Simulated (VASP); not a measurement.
Crystal: Au.

```
CELL_PARAMETERS angstrom
0.00000 2.03500 2.03500
2.03500 0.00000 2.03500
2.03500 2.03500 0.00000
ATOMIC_POSITIONS crystal
Au 0.00000 0.00000 0.00000
```

```yaml
Program: VASP 6.6.1
Task: relaxation of cell and atoms
Functional: PBE
Potentials_or_basis: VASP PAW PBE potentials, release 64 (Au)
Cutoff: 600 eV
k_mesh: 8 × 8 × 8
Occupations: gaussian, width 0.1 eV
Spin: no spin polarisation
```

At the start: pressure 11.6 GPa; volume 16.85 Å³/atom.

**Question.** Where does the relaxation end?

**Answer.** Over 3 steps the energy falls by 39.6 meV/atom and the volume is 18.07 Å³/atom (+7.2 %); space group Fm-3m (No. 225, to 0.05 Å).

The path:
```
step  energy change (eV)  largest force (eV/Å)  pressure (GPa)  volume (Å³)
   1              0.0000                0.0000           11.60        16.85
   2              0.0342                0.0000          -10.58        20.01
   3             -0.0396                0.0000           -0.23        18.07
```

Final structure:
```cif
data_structure
_symmetry_space_group_name_H-M 'P 1'
_symmetry_Int_Tables_number 1
_cell_length_a 2.9456
_cell_length_b 2.9456
_cell_length_c 2.9456
_cell_angle_alpha 60.000
_cell_angle_beta 60.000
_cell_angle_gamma 60.000
_cell_volume 18.07
loop_
_atom_site_label
_atom_site_type_symbol
_atom_site_fract_x
_atom_site_fract_y
_atom_site_fract_z
_atom_site_occupancy
Au1 Au 0.00000 0.00000 0.00000 1
```
